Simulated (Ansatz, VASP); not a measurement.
GaN: VASP beside Ansatz

```
CELL_PARAMETERS angstrom
3.17015 0.00000 0.00000
-1.58508 2.74543 0.00000
0.00000 0.00000 5.16438
ATOMIC_POSITIONS crystal
Ga 0.33333 0.66667 0.99913
Ga 0.66667 0.33333 0.49913
N 0.33333 0.66667 0.37587
N 0.66667 0.33333 0.87587
```

Change from the starting cell: strain -0.015 along x and y, -0.015 along z, atoms carried along.

Alike in both runs: task single point; functional PBE; k mesh 12 × 12 × 6; occupations gaussian, width 0.05 eV; no spin polarisation.

```csv
,VASP,Ansatz
version,VASP 6.6.1,Ansatz 0.2.0
potentials or method,"VASP PAW PBE potentials, release 64 (Ga_d, N), cutoff 520 eV","scalar-relativistic, plane waves, PAW"
valence electrons in the cell,36,36
```

|  | VASP | Ansatz | Ansatz less VASP |
| --- | --- | --- | --- |
| gap on the k mesh at the Fermi level (eV) | 2.02 | 2.01 | -0.009 |
| least direct gap on the mesh (eV) | 2.02 | 2.01 | -0.009 |
| pressure (GPa) | 8.7 | 8.6 | -0.05 |
| rms of the force components (eV/Å) | 0.005 | 0.005 | 0.0000 |

Atom by atom the forces differ by 0.000 eV/Å (rms over components). The functional is the same, so the differences come from potentials, cutoffs and numerics.
